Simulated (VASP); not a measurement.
# Gd (Im-3m) in VASP: further runs

Gd is run at these levels: PBEsol, PBE; tasks: single point.

All numbers are computed with VASP 6.6.1; they aren't measurements. Logs are shortened: lines on timing, memory, paths and dates and some standing lists are left out, and cuts for length are marked.

## (1) The cell of the first run

It takes space group Im-3m (No. 229, cubic). Conventional cell: a = 4.103 Å, b = 4.103 Å, c = 4.103 Å, α = 90.00°, β = 90.00°, γ = 90.00°. Within 4.7 Å of Gd (site symmetry m-3m) lie 14 Gd at 3.55 to 4.10 Å.

## (2) Single point, PBEsol, collinear spin, ferromagnetic start

INCAR reads:

```
ALGO     = Fast           # electronic algorithm
EDIFF    = 1E-7           # SCF threshold, eV
ENCUT    = 520            # plane-wave cutoff, eV
GGA      = PS             # functional
ISIF     = 2              # what is computed and relaxed
ISMEAR   = -1             # smearing method
ISPIN    = 2              # spin polarisation
LASPH    = T              # aspherical terms in the spheres
LCHARG   = F              # write CHGCAR
LMAXMIX  = 6              # l up to which the mixer works
LORBIT   = 11             # projections on sites
LREAL    = F              # projectors in reciprocal space
LWAVE    = F              # write WAVECAR
MAGMOM   = 7              # initial moments
NBANDS   = 19             # bands
NELM     = 150            # most SCF steps
PREC     = Accurate       # precision mode
SIGMA    = 0.05           # smearing width, eV
```

KPOINTS reads:

```
k-points
0
Gamma
  9 9 9
```

POSCAR reads:

```
Gd
1.0
   -2.0516477927      2.0516477927      2.0516477927
    2.0516477927     -2.0516477927      2.0516477927
    2.0516477927      2.0516477927     -2.0516477927
Gd
1
Direct
    0.0000000000      0.0000000000      0.0000000000
```

Potentials or basis: VASP PAW PBE potentials, release 64 (Gd).

Run with:

```bash
> cat potpaw_PBE.64/Gd/POTCAR > POTCAR
> mpirun -np 1 vasp_std > vasp.out
```

OUTCAR:

```text
EDIFF = 1E-7
   ENCUT = 520
   GGA = PS
   ISIF = 2
   ISMEAR = -1
   ISPIN = 2
   LASPH = T
   LORBIT = 11
   LREAL = F
   NELM = 150
   PREC = Accurate

 ion  position               nearest neighbor table
   1  0.000  0.000  0.000-

  LATTYP: Found a body centered cubic cell.
 ALAT       =     4.1032955854

  Lattice vectors:

 A1 = (  -2.0516477927,   2.0516477927,   2.0516477927)
 A2 = (   2.0516477927,  -2.0516477927,   2.0516477927)
 A3 = (   2.0516477927,   2.0516477927,  -2.0516477927)

Analysis of symmetry for initial positions (statically):
=====================================================================
 Subroutine PRICEL returns:
 Original cell was already a primitive cell.

 Routine SETGRP: Setting up the symmetry group for a
 body centered cubic supercell.

 Subroutine GETGRP returns: Found 48 space group operations
 (whereof 48 operations were pure point group operations)
 out of a pool of 48 trial point group operations.

The static configuration has the point symmetry O_h .

Analysis of symmetry for dynamics (positions and initial velocities):
=====================================================================
 Subroutine PRICEL returns:
 Original cell was already a primitive cell.

 Routine SETGRP: Setting up the symmetry group for a
 body centered cubic supercell.

 Subroutine GETGRP returns: Found 48 space group operations
 (whereof 48 operations were pure point group operations)
 out of a pool of 48 trial point group operations.

The dynamic configuration has the point symmetry O_h .

Analysis of structural, dynamic, and magnetic symmetry:
=====================================================================
 Subroutine PRICEL returns:
 Original cell was already a primitive cell.

 Routine SETGRP: Setting up the symmetry group for a
 body centered cubic supercell.

 Subroutine GETGRP returns: Found 48 space group operations
 (whereof 48 operations were pure point group operations)
 out of a pool of 48 trial point group operations.

The overall configuration has the point symmetry O_h .

 Subroutine INISYM returns: Found 48 space group operations
 (whereof 48 operations are pure point group operations),
 and found     1 'primitive' translations

----------------------------------------------------------------------------------------

                                     Primitive cell

  volume of cell :      34.5437

  direct lattice vectors                    reciprocal lattice vectors
    -2.051647793  2.051647793  2.051647793     0.000000000  0.243706547  0.243706547
     2.051647793 -2.051647793  2.051647793     0.243706547  0.000000000  0.243706547
     2.051647793  2.051647793 -2.051647793     0.243706547  0.243706547  0.000000000

  length of vectors
     3.553558216  3.553558216  3.553558216     0.344653105  0.344653105  0.344653105

  position of ions in fractional coordinates (direct lattice)
     0.000000000  0.000000000  0.000000000

  ion indices of the primitive-cell ions
   primitive index   ion index
                 1           1

----------------------------------------------------------------------------------------

 KPOINTS: k-points

Automatic generation of k-mesh.
 Grid dimensions read from file:
 generate k-points for:    9    9    9

 Generating k-lattice:

  Cartesian coordinates                     Fractional coordinates (reciprocal lattice)
     0.000000000  0.027078505  0.027078505     0.111111111  0.000000000  0.000000000
     0.027078505  0.000000000  0.027078505     0.000000000  0.111111111  0.000000000
     0.027078505  0.027078505  0.000000000     0.000000000  0.000000000  0.111111111

  Length of vectors
     0.038294789  0.038294789  0.038294789

  Shift w.r.t. Gamma in fractional coordinates (k-lattice)
     0.000000000  0.000000000  0.000000000

 Subroutine IBZKPT returns following result:
 ===========================================

 Found     35 irreducible k-points:

 Following reciprocal coordinates:
            Coordinates               Weight
  0.000000  0.000000  0.000000      1.000000
  0.111111  0.000000  0.000000     12.000000
  0.222222  0.000000  0.000000     12.000000
  0.333333  0.000000  0.000000     12.000000
  0.444444  0.000000  0.000000     12.000000
  0.111111  0.111111  0.000000     24.000000
[... 16 lines left out ...]
 -0.333333  0.444444  0.111111     48.000000
 -0.444444 -0.444444  0.111111     24.000000
 [... further k-points ...]
   k-points           NKPTS =     35   k-points in BZ     NKDIM =     35   number of bands    NBANDS=     19
   number of dos      NEDOS =    301   number of ions     NIONS =      1
   total plane-waves  NPLWV =  21952
   dimension x,y,z NGX =    28 NGY =   28 NGZ =   28
   dimension x,y,z NGXF=    56 NGYF=   56 NGZF=   56
   ions per type =               1
   NGX,Y,Z   is equivalent  to a cutoff of  13.10, 13.10, 13.10 a.u.
   NGXF,Y,Z  is equivalent  to a cutoff of  26.20, 26.20, 26.20 a.u.
 SYSTEM =  unknown system
   PREC   = accura    normal or accurate (medium, high low for compatibility)
   ISTART =      0    job   : 0-new  1-cont  2-samecut
   ICHARG =      2    charge: 1-file 2-atom 10-const
   ISPIN  =      2    spin polarized calculation?
   LNONCOLLINEAR =      F non collinear calculations
   LSORBIT =      F    spin-orbit coupling
   LASPH  =      T    aspherical Exc in radial PAW
   ENCUT  =  520.0 eV  38.22 Ry    6.18 a.u.   6.61  6.61  6.61*2*pi/ulx,y,z
   NELM   =    150;   NELMIN=  2; NELMDL= -5     # of ELM steps
   EDIFF  = 0.1E-06   stopping-criterion for ELM
   LREAL  =      F    real-space projection
   EDIFFG = 0.1E-05   stopping-criterion for IOM
   NSW    =      0    number of steps for IOM
   IBRION =     -1    ionic relax: 0-MD 1-quasi-New 2-CG
   NFREE  =      0    steps in history (QN), initial steepest desc. (CG)
   ISIF   =      2    stress and relaxation
   ISYM   =      2    0-nonsym 1-usesym 2-fastsym
   POTIM  = 0.5000    time-step for ionic-motion
   TEBEG  =    0.0;   TEEND  =   0.0 temperature during run
   PSTRESS=    0.0 pullay stress
   NELECT =      18.0000    total number of electrons
   NUPDOWN=      -1.0000    fix difference up-down
   EMIN   =  10.00;   EMAX   =-10.00  energy-range for DOS
   EFERMI =   0.00;   METHOD = LEGACY
   ISMEAR =    -1;   SIGMA  =   0.05  broadening in eV -4-tet -1-fermi 0-gaus
   EFERMI_NEDOS =   21; number of points for ismear=-14 and -15
   IALGO  =     68    algorithm
   IMIX   =      4    mixing-type and parameters
     AMIX     =   0.40;   BMIX     =  1.00
     AMIX_MAG =   1.60;   BMIX_MAG =  1.00
  volume/ion in A,a.u.               =      34.54       233.11
  Fermi-wavevector in a.u.,A,eV,Ry     =   1.317375  2.489478 23.612609  1.735478
  Thomas-Fermi vector in A             =   2.447421
   LORBIT       =     11    0 simple, 1 ext, 2 COOP (PROOUT), +10 PAW based schemes
   GGA     = PS    functional components
   LHFCALC =     F    Hartree Fock is set to
   AEXX    =    0.0000 exact exchange contribution
   IVDW    =     0    specifies the selected vdW correction
   LEPSILON=     F    determine dielectric tensor
   LRPA    =     F    only Hartree local field effects (RPA)
 spin polarized calculation
 RMM-DIIS sequential band-by-band and
  energy-cutoff  :      520.00
  volume of cell :       34.54
 maximum number of plane-waves:       959
   NGX = 13   NGY = 13   NGZ = 13

 number of electron      18.0000003 magnetization       7.6244784

 Free energy of the ion-electron system (eV)
  ---------------------------------------------------
  ext. energy  EPLUGINS =         0.00000000
  ---------------------------------------------------
  free energy    TOTEN  =       -11.91907098 eV

  energy without entropy =      -11.90180785  energy(sigma->0) =      -11.91043942

 E-fermi :   2.6421     XC(G=0):  -9.9177

 val. band max:        2.5892719393   @ k =  -0.3333   0.3333   0.2222
 cond. band min:       2.6473802781   @ k =  -0.3333  -0.4444   0.1111
 fundamental gap:      0.0581083387
 Fermi energy:         2.6420630396

 spin component 1

 k-point     1 :       0.0000    0.0000    0.0000
  band No.  band energies     occupation
      1     -42.6853      1.00000
      2     -19.7537      1.00000
      3     -19.7537      1.00000
      4     -19.7537      1.00000
      5      -2.3789      1.00000
      6      -2.2442      1.00000
[... 11 lines left out ...]
     18      12.8684      0.00000
     19      12.8684      0.00000

 k-point     2 :       0.1111    0.0000    0.0000
  band No.  band energies     occupation
      1     -42.6788      1.00000
      2     -19.8296      1.00000
      3     -19.7776      1.00000
      4     -19.7539      1.00000
      5      -2.2402      1.00000
      6      -2.2364      1.00000
[... 476 lines left out ...]
 k-point    24 :      -0.4444   -0.4444    0.1111
  band No.  band energies     occupation
      1     -42.6191      1.00000
      2     -20.3038      1.00000
      3     -20.0466      1.00000
      4     -19.8516      1.00000
      5      -2.2353      1.00000
      6      -2.2179      1.00000
[... 11 lines left out ...]
     18       9.8517      0.00000
     19      12.3315      0.00000

 [... further k-points ...]

 spin component 2

 k-point     1 :       0.0000    0.0000    0.0000
  band No.  band energies     occupation
      1     -39.4681      1.00000
      2     -17.3338      1.00000
      3     -17.3338      1.00000
      4     -17.3338      1.00000
      5      -1.5156      1.00000
      6       2.9374      0.00271
[... 11 lines left out ...]
     18      13.7799      0.00000
     19      13.7799      0.00000

 k-point     2 :       0.1111    0.0000    0.0000
  band No.  band energies     occupation
      1     -39.4599      1.00000
      2     -17.4276      1.00000
      3     -17.3623      1.00000
      4     -17.3344      1.00000
      5      -1.1683      1.00000
      6       2.9231      0.00361
[... 476 lines left out ...]
 k-point    24 :      -0.4444   -0.4444    0.1111
  band No.  band energies     occupation
      1     -39.3849      1.00000
      2     -18.0007      1.00000
      3     -17.6852      1.00000
      4     -17.4524      1.00000
      5       1.9104      1.00000
      6       2.8840      0.00785
[... 11 lines left out ...]
     18      11.2689      0.00000
     19      13.5952      0.00000

 [... further k-points ...]
[... 5 lines left out ...]
  --------------------------------------------------------------------------------------
  -------------------------------------------------------------------------------------
  Total       -0.7255191     -0.7255191     -0.7255191      0.0000000     -0.0000000      0.0000000
  in kB      -33.6504593    -33.6504593    -33.6504593      0.0000000     -0.0000000      0.0000000
  external PRESSURE =     -33.6504593 kB  Pullay stress =       0.0000000 kB

 VOLUME and BASIS-vectors are now :
 -----------------------------------------------------------------------------
  energy-cutoff  :      520.00
  volume of cell :       34.54
      direct lattice vectors                 reciprocal lattice vectors
    -2.051647793  2.051647793  2.051647793     0.000000000  0.243706547  0.243706547
     2.051647793 -2.051647793  2.051647793     0.243706547  0.000000000  0.243706547
     2.051647793  2.051647793 -2.051647793     0.243706547  0.243706547  0.000000000

 POSITION                                       TOTAL-FORCE (eV/Angst)
 -----------------------------------------------------------------------------------
      0.00000      0.00000      0.00000        -0.000000     -0.000000     -0.000000
 -----------------------------------------------------------------------------------
    total drift:                                0.000000      0.000000     -0.000000

  FREE ENERGIE OF THE ION-ELECTRON SYSTEM (eV)
  ---------------------------------------------------
  free  energy   TOTEN  =       -11.9190709838 eV

  energy  without entropy=      -11.9018078522  energy(sigma->0) =      -11.91043942

 total charge

# of ion       s       p       d       f       tot
--------------------------------------------------
    1        2.068   5.545   0.561   6.990  15.165

 magnetization (x)

# of ion       s       p       d       f       tot
--------------------------------------------------
    1        0.002  -0.050   0.235   6.810   6.997
```

Run time: 2.1 min. Hardware: 1 thread of Intel Xeon 6975P-C (Granite Rapids), shared host; peak memory 0.19 GiB.

What came out:

| Property | Result |
| --- | --- |
| Free energy | -11.9191 eV |
| Pressure | -3.4 GPa |
| Net moment | 7.62 μB per cell |
| Site moments | Gd +7.00 μB |
| Valence electrons inside the program's atomic spheres | Gd 15.16 |

Levels at points of the mesh, in eV from the Fermi level:
Spin up:
```tsv
k point	band 9	band 10	band 11	band 12	band 13	band 14	band 15	band 16	band 17	band 18
(0.00, 0.00, 0.00)	-4.77	-4.77	-4.77	-4.75	1.25	1.25	1.25	3.39	3.39	10.23
```
Spin down:
```csv
k point,band 1,band 2,band 3,band 4,band 5,band 6,band 7,band 8,band 9,band 10
"(0.00, 0.00, 0.00)",-42.11,-19.98,-19.98,-19.98,-4.16,0.30,0.30,0.30,0.57,0.57
```

Caveat: the PAW data sets were made with another functional, which shifts forces and pressure a little; spin-orbit coupling is left out, which moves the levels of the heavy elements. The state reached can hang on the start; a lower one may exist.

(Continued in part 2 of 2.)
